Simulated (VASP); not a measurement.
Write the native input for VASP 6.6.1 that does the following.

- Task: single point
- Functional: PBE
- Potentials or basis: VASP PAW PBE potentials, release 64 (Os_sv_GW)
- Cutoff: 500 eV
- k mesh: 6 × 6 × 6
- Occupations: gaussian, width 0.1 eV
- Spin: no spin polarisation
- Dipole correction: no
- Further INCAR settings: ALGO = Normal; EDIFF = 1e-06; NBANDS = 108

The structure of Os lies in POSCAR:

```
Os
1.0
    3.1258503540      1.8047105434      5.3308319516
   -3.1258503540      1.8047105434      5.3308319516
    0.0000000000     -3.6094210866      5.3308319516
Os
12
Direct
    0.0101900000      0.6536100000      0.0101900000
    0.0101900000      0.0101900000      0.6536100000
    0.6536100000      0.0101900000      0.0101900000
    0.9898100000      0.3463900000      0.9898100000
    0.3463900000      0.9898100000      0.9898100000
    0.9898100000      0.9898100000      0.3463900000
    0.2211800000      0.6306000000      0.2211800000
    0.2211800000      0.2211800000      0.6306000000
    0.6306000000      0.2211800000      0.2211800000
    0.7788200000      0.3694000000      0.7788200000
    0.3694000000      0.7788200000      0.7788200000
    0.7788200000      0.7788200000      0.3694000000
```

One way to write it, as run:

INCAR

```
SYSTEM = Os
ALGO = Normal
EDIFF = 1E-6
ENCUT = 500
GGA = PE
GGA_COMPAT = .FALSE.
ISIF = 2
ISMEAR = 0
LASPH = .TRUE.
LCHARG = .FALSE.
LREAL = .FALSE.
LWAVE = .FALSE.
NBANDS = 108
NELM = 120
PREC = Accurate
SIGMA = 0.1
```

KPOINTS

```
k-points
0
G
  6 6 6
  0 0 0
```

Potentials or basis: VASP PAW PBE potentials, release 64 (Os_sv_GW).

Run with:

```bash
$ cat potpaw_PBE.64/Os_sv_GW/POTCAR > POTCAR
$ mpirun -np 1 vasp_std > vasp.out
```

Results of the run:

- Pressure: 151.2 GPa
- Largest force: 14.602 eV/Å
- Band gap on the k mesh: zero (bands 96 and 97 overlap by 0.38 eV)

Caveat: the stress differs along the axes, from 148 to 157 GPa; spin-orbit coupling is left out, which moves the levels of the heavy elements; forces of over 1 eV/Å act on the atoms, so gaps and moduli don't describe the material at rest.

Wall time 7.8 min on 1 thread of Intel(R) Xeon(R) 6975P-C (Granite Rapids) (shared host), peak memory 0.57 GiB.
